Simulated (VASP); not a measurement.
SiTe4H: single point with PBE

Crystal: SiTe4H.

```xyz
6
Lattice="7.6359 0.0000 0.0000 0.0000 7.6359 0.0000 0.0000 0.0000 3.0463" Properties=species:S:1:pos:R:3 pbc="T T T"
Si    0.0000    0.0000    0.0000
Te    1.4442    3.8180    1.5231
Te    6.1918    3.8180    1.5231
Te    3.8180    6.1918    1.5231
Te    3.8180    1.4442    1.5231
H     3.8180    3.8180    1.5231
```

| Quantity | Value |
| --- | --- |
| Program | VASP 6.6.1 |
| Task | single point |
| Functional | PBE |
| Potentials or basis | VASP PAW PBE potentials, release 64 (Si, Te, H) |
| Cutoff | 520 eV |
| k mesh | 6 × 6 × 12 |
| Occupations | gaussian, width 0.1 eV |
| Spin | no spin polarisation |

The pressure is 0.0 GPa and the largest force is 0.016 eV/Å.

Forces on the atoms (eV/Å):
```
Si   0.000  0.000  0.000
Te   0.016  0.000  0.000
Te  -0.016  0.000  0.000
Te   0.000 -0.016  0.000
Te   0.000  0.016  0.000
H    0.000  0.000  0.000
```

Levels at points of the mesh, in eV from the Fermi level:
```
           k point  band 11  band 12  band 13  band 14  band 15  band 16  band 17  band 18  band 19  band 20
(0.00, 0.00, 0.00)    -0.60    -0.60    -0.16     0.26     0.88     0.88     2.52     3.37     4.16     4.16
(0.50, 0.00, 0.00)    -1.30    -0.99    -0.70     0.23     0.42     2.77     2.94     2.96     4.16     4.30
(0.50, 0.50, 0.00)    -1.79    -1.79    -0.02    -0.02     2.47     2.97     2.97     3.22     3.53     4.67
(0.00, 0.00, 0.50)    -2.01    -1.65    -1.35    -1.35    -0.85     1.12     1.12     1.30     1.90     1.90
(0.50, 0.00, 0.50)    -3.16    -2.23    -2.20    -0.32    -0.27     0.37     0.99     1.11     1.38     2.36
(0.50, 0.50, 0.50)    -3.05    -3.05    -2.97    -1.45     0.11     0.61     0.61     1.41     1.41     3.51
```

Run time: 4.7 min on 1 thread of Oxide Virtual Turin-like Processor, with other jobs on the host, peak memory 0.42 GiB.

Caveat: spin-orbit coupling is left out, which moves the levels of the heavy elements.
